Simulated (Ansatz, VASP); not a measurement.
**AlN in VASP and in Ansatz**

The input INCAR:

```
SYSTEM = AlN
  PREC = Accurate
  ENCUT = 520
  EDIFF = 1E-6
  ISMEAR = 0
  SIGMA = 0.05
  LREAL = .False.
  LASPH = .True.
  NELM = 100
  ALGO = Normal
  ISIF = 2
  LWAVE = .False.
  LCHARG = .False.
  GGA = PE
  NBANDS = 11
```

Contents of KPOINTS:

```
Automatic mesh
0
Gamma
  10 10 10
  0 0 0
```

File POSCAR:

```
AlN
1.0
    0.0000000000      2.1462274258      2.1462274258
    2.1462274258      0.0000000000      2.1462274258
    2.1462274258      2.1462274258      0.0000000000
Al N
1 1
Direct
    0.0000000000      0.0000000000      0.0000000000
    0.7500000000      0.7500000000      0.7500000000
```

Input for Ansatz:

```yaml
crystal:
  lattice:
    - [0.0, 2.1462274258, 2.1462274258]
    - [2.1462274258, 0.0, 2.1462274258]
    - [2.1462274258, 2.1462274258, 0.0]
  atoms:
    - { symbol: Al, position: [0.0, 0.0, 0.0] }
    - { symbol: "N", position: [0.75, 0.75, 0.75] }
basis:
  ecutwfc: 520.0
kpoints:
  mp_grid: { grid: [10, 10, 10] }
hamiltonian:
  xc: pbe
  pseudopotentials: { kind: paw, azcp: { folder: soft_1 } }
scf:
  occupations: { method: gaussian, width: 0.05 }
output:
  forces: true
  stress: true
  eigenvalues: true
```

Change from the starting cell: mode 4 frozen in at +0.000 Å, equal normal strain along x, y and z -0.0250.

Alike in both runs: task single point; functional PBE; k mesh 10 × 10 × 10; occupations gaussian, width 0.05 eV; no spin polarisation.

|  | VASP | Ansatz |
| --- | --- | --- |
| version | VASP 6.6.1 | Ansatz 0.2.0 |
| potentials or method | VASP PAW PBE potentials, release 64 (Al, N), cutoff 520 eV | scalar-relativistic, plane waves, PAW |
| valence electrons in the cell | 8 | 8 |

Ansatz gave:

- gap on the k mesh at the Fermi level (eV): 3.35
- least direct gap on the mesh (eV): 4.66
- pressure (GPa): 17.0

Task: Estimate VASP's values.

Result: gap on the k mesh at the Fermi level (eV): 3.34; least direct gap on the mesh (eV): 4.67; pressure (GPa): 16.8.

With one functional, cell and mesh, what is left measures potentials, basis and numerics.
